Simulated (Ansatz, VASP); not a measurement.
Br: VASP beside Ansatz

File INCAR:

```
SYSTEM = Br
PREC = Accurate ; ENCUT = 520
EDIFF = 1E-6 ; ISMEAR = -1
SIGMA = 0.08 ; LREAL = .False.
LASPH = .True. ; NELM = 100
ALGO = Normal ; ISIF = 2
LWAVE = .False. ; LCHARG = .True.
GGA = CA ; LELF = .True.
LVHAR = .True. ; NBANDS = 14
```

KPOINTS

```
Automatic mesh
0
Gamma
  11 11 11
  0 0 0
```

The input POSCAR:

```
Br
1.0
    0.0000000000      3.3639508418      3.3639508418
    3.3639508418      0.0000000000      3.3639508418
    3.3639508418      3.3639508418      0.0000000000
Br
2
Direct
   -0.1250000000     -0.1250000000     -0.1250000000
    0.1250000000      0.1250000000      0.1250000000
```

Input for Ansatz:

```yaml
crystal:
  lattice:
    - [0.0, 3.3639508418, 3.3639508418]
    - [3.3639508418, 0.0, 3.3639508418]
    - [3.3639508418, 3.3639508418, 0.0]
  atoms:
    - { symbol: Br, position: [-0.125, -0.125, -0.125] }
    - { symbol: Br, position: [0.125, 0.125, 0.125] }
kpoints:
  mp_grid: { grid: [11, 11, 11] }
  band_path:
    path:
      - [0.0, 0.0, 0.0]
      - [0.5, 0.0, 0.5]
      - [0.625, 0.25, 0.625]
      - [0.375, 0.375, 0.75]
      - [0.0, 0.0, 0.0]
      - [0.5, 0.5, 0.5]
      - [0.5, 0.25, 0.75]
      - [0.5, 0.0, 0.5]
    npoints: 14
scf:
  occupations: { method: fermi_dirac, width: 0.08 }
  algorithm: direct_min
hamiltonian:
  xc: lda
  pseudopotentials: { kind: all_electron, lapw: { basis_error: 0.001 } }
output:
  forces: true
  stress: true
  eigenvalues: true
  populations: true
```

Alike in both runs: task single point; functional LDA; k mesh 11 × 11 × 11; occupations fermi-dirac, width 0.08 eV; no spin polarisation.

```csv
,VASP,Ansatz
version,VASP 6.6.1,Ansatz 0.2.0
potentials or method,"VASP PAW LDA potentials, release 64 (Br), cutoff 520 eV","all-electron LAPW, scalar-relativistic"
```

```tsv
	VASP	Ansatz	Ansatz less VASP
gap on the k mesh at the Fermi level (eV)	none	none	-
pressure (GPa)	0.0	0.0	-0.02
```

LDA's correlation is that of Perdew and Zunger in VASP and of Perdew and Wang (1992) in Ansatz. A gap of «none» marks a metal or a gap that the smearing closes. Ansatz ran all-electron here, and VASP with PAW potentials.
